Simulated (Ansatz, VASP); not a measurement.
Given: the input of a run of VASP 6.6.1 on SrLiH3.

The input INCAR:

```
PREC = Accurate
ENCUT = 520
EDIFF = 1E-7
ISMEAR = -1
SIGMA = 0.05
LREAL = F
LASPH = T
NELM = 80
ALGO = Normal
ISIF = 2
LWAVE = F
LCHARG = T
GGA = PE
LELF = T
LVHAR = T
NBANDS = 16
```

Contents of KPOINTS:

```
regular mesh
0
Gamma
  6 6 6
```

The input POSCAR:

```
SrLiH3
1.0
    4.6307910000      0.0000000000      0.0000000000
    0.0000000000      4.6307910000      0.0000000000
    0.0000000000      0.0000000000      4.6307910000
Sr Li H
1 1 3
Direct
    0.5032800000      0.4943360000      0.5019290000
    0.0020250000      0.0053550000     -0.0121980000
    0.5008960000      0.5020190000     -0.0009430000
    0.5055660000      0.0070640000      0.4878350000
   -0.0114320000      0.5131620000      0.4921090000
```

Potentials or basis: VASP PAW PBE potentials, release 64 (Sr_sv, Li_sv, H).

Launch:

```sh
$ cat potpaw_PBE.64/Sr_sv/POTCAR potpaw_PBE.64/Li_sv/POTCAR potpaw_PBE.64/H/POTCAR > POTCAR
$ mpirun -np 1 vasp_std > vasp.out
```

Q: Set up the same calculation for Ansatz 0.2.0. Potentials there: Ansatz PAW.

A: As run (the cutoff follows the program's own potentials):

Contents of input.yaml:

```yaml
crystal:
  lattice:
    - [4.630791, 0.0, 0.0]
    - [0.0, 4.630791, 0.0]
    - [0.0, 0.0, 4.630791]
  atoms:
    - { symbol: Sr, position: [0.50328, 0.494336, 0.501929] }
    - { symbol: Li, position: [0.002025, 0.005355, -0.012198] }
    - { symbol: H, position: [0.500896, 0.502019, -0.000943] }
    - { symbol: H, position: [0.505566, 0.007064, 0.487835] }
    - { symbol: H, position: [-0.011432, 0.513162, 0.492109] }
hamiltonian:
  xc: pbe
  pseudopotentials: { kind: paw }
kpoints:
  mp_grid: { grid: [6, 6, 6] }
scf:
  occupations: { method: fermi_dirac, width: 0.05 }
output:
  forces: true
  stress: true
  eigenvalues: true
```

Potentials or basis: Ansatz PAW.

Launch:

```sh
$ ansatz run input.yaml --threads 2 --pin off --max-ram 5120MiB --backend cpu --events-out ev --progress --plain --runs-dir out
```

Both were run:

|  | VASP | Ansatz | Ansatz less VASP |
| --- | --- | --- | --- |
| gap on the k mesh at the Fermi level (eV) | 1.82 | 1.83 | +0.003 |
| least direct gap on the mesh (eV) | 2.24 | 2.24 | 0.000 |
| rms of the force components (eV/Å) | 0.195 | 0.192 | -0.0021 |

Atom by atom the forces differ by 0.002 eV/Å (rms over components).

Noted on VASP's run: the cutoff is short for stress, so the pressure is rough.
